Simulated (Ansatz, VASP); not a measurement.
## One calculation of BN, two programs

Contents of INCAR:

```
PREC     = Accurate       # precision mode
ENCUT    = 520            # plane-wave cutoff, eV
EDIFF    = 1E-6           # SCF threshold, eV
ISMEAR   = -1             # smearing method
SIGMA    = 0.02           # smearing width, eV
LREAL    = F              # projectors in reciprocal space
LASPH    = T              # aspherical terms in the spheres
NELM     = 100            # most SCF steps
ALGO     = Normal         # electronic algorithm
ISIF     = 2              # what is computed and relaxed
LWAVE    = F              # write WAVECAR
LCHARG   = F              # write CHGCAR
GGA      = PE             # functional
NBANDS   = 16             # bands
```

File KPOINTS:

```
Automatic mesh
0
Gamma
  12 12 6
```

File POSCAR:

```
BN
1.0
    2.5439499996      0.0000000000      0.0000000000
   -1.2719749998      2.2031253256      0.0000000000
    0.0000000000      0.0000000000      4.3340498018
B N
2 2
Direct
    0.3333333333      0.6666666667     -0.0004863536
    0.6666666667      0.3333333333      0.4995136464
    0.3333333333      0.6666666667      0.3754863536
    0.6666666667      0.3333333333      0.8754863536
```

Input for Ansatz:

```yaml
crystal:
  lattice:
    - [2.5439499996, 0.0, 0.0]
    - [-1.2719749998, 2.2031253256, 0.0]
    - [0.0, 0.0, 4.3340498018]
  atoms:
    - { symbol: B, position: [0.3333333333, 0.6666666667, -0.0004863536] }
    - { symbol: B, position: [0.6666666667, 0.3333333333, 0.4995136464] }
    - { symbol: "N", position: [0.3333333333, 0.6666666667, 0.3754863536] }
    - { symbol: "N", position: [0.6666666667, 0.3333333333, 0.8754863536] }
kpoints:
  mp_grid: { grid: [12, 12, 6] }
  band_path:
    path:
      - [0.0, 0.0, 0.0]
      - [0.5, 0.0, 0.0]
      - [0.3333333333, 0.3333333333, 0.0]
      - [0.0, 0.0, 0.5]
      - [0.5, 0.0, 0.5]
      - [0.3333333333, 0.3333333333, 0.5]
      - [0.1, 0.0, 0.0]
    npoints: 1
hamiltonian:
  xc: pbe
scf:
  occupations: { method: fermi_dirac, width: 0.02 }
  n_extra_bands: 5
output:
  forces: true
  stress: true
  eigenvalues: true
  write_density: true
  write_potential: true
  elf: true
  volumetric_format: npy
```

Change from the starting cell: uniaxial_z strain +3.0%.

Alike in both runs: task single point; functional PBE; k mesh 12 × 12 × 6; occupations fermi-dirac, width 0.02 eV; no spin polarisation.

|  | VASP | Ansatz |
| --- | --- | --- |
| version | VASP 6.6.1 | Ansatz 0.2.0 |
| potentials or method | VASP PAW PBE potentials, release 64 (B, N) | plane waves, PAW |
| plane-wave cutoff (eV) | 520 | 420 |
| valence electrons in the cell | 16 | 16 |

|  | VASP | Ansatz | Ansatz less VASP |
| --- | --- | --- | --- |
| gap on the k mesh at the Fermi level (eV) | 5.23 | 5.24 | +0.016 |
| pressure (GPa) | -5.5 | -5.7 | -0.19 |
| traceless stress, the component that is largest in VASP (GPa) | -17.57 | -17.40 | +0.175 |
| rms of the force components (eV/Å) | 0.032 | 0.027 | -0.0054 |

Atom by atom the forces differ by 0.005 eV/Å (rms over components).
